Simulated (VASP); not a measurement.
Input of a VASP 6.6.1 run:

INCAR

```
  PREC = Accurate
  ENCUT = 520
  EDIFF = 1E-6
  ISMEAR = 0
  SIGMA = 0.1
  LREAL = F
  LASPH = T
  NELM = 60
  ALGO = Normal
  ISIF = 2
  LWAVE = F
  LCHARG = F
  LDIPOL = T
  IDIPOL = 3
  DIPOL = 0.5 0.5 0.356
  GGA = PE
  NBANDS = 34
```

The input KPOINTS:

```
regular mesh
0
Gamma
  8 8 1
```

Contents of POSCAR:

```
Ti4C
1.0
    3.2555055347      0.0000000000      0.0000000000
    0.0000000000      3.2555055347      0.0000000000
    0.0000000000      0.0000000000     20.1798089631
Ti C
4 1
Direct
    0.5000000000      0.5000000000      0.1982179320
    0.0000000000      0.0000000000      0.2788803788
    0.5000000000      0.5000000000      0.3551905195
    0.0000000000      0.0000000000      0.4301234456
    0.1250000000      0.1250000000      0.5162775217
```

Potentials or basis: VASP PAW PBE potentials, release 64 (Ti_sv, C).

Run with:

```console
$ cat potpaw_PBE.64/Ti_sv/POTCAR potpaw_PBE.64/C/POTCAR > POTCAR
$ mpirun -np 1 vasp_std > vasp.out
```

Predict the band gap on the k mesh.

zero (bands 26 and 27 overlap by 0.67 eV).

Predict the largest force.

1.667 eV/Å.

Forces on the atoms (eV/Å):
```
Ti  -0.044 -0.044  0.517
Ti   0.112  0.112 -0.296
Ti   0.096  0.096 -0.712
Ti  -1.139 -1.139  0.429
C    0.976  0.976  0.062
```
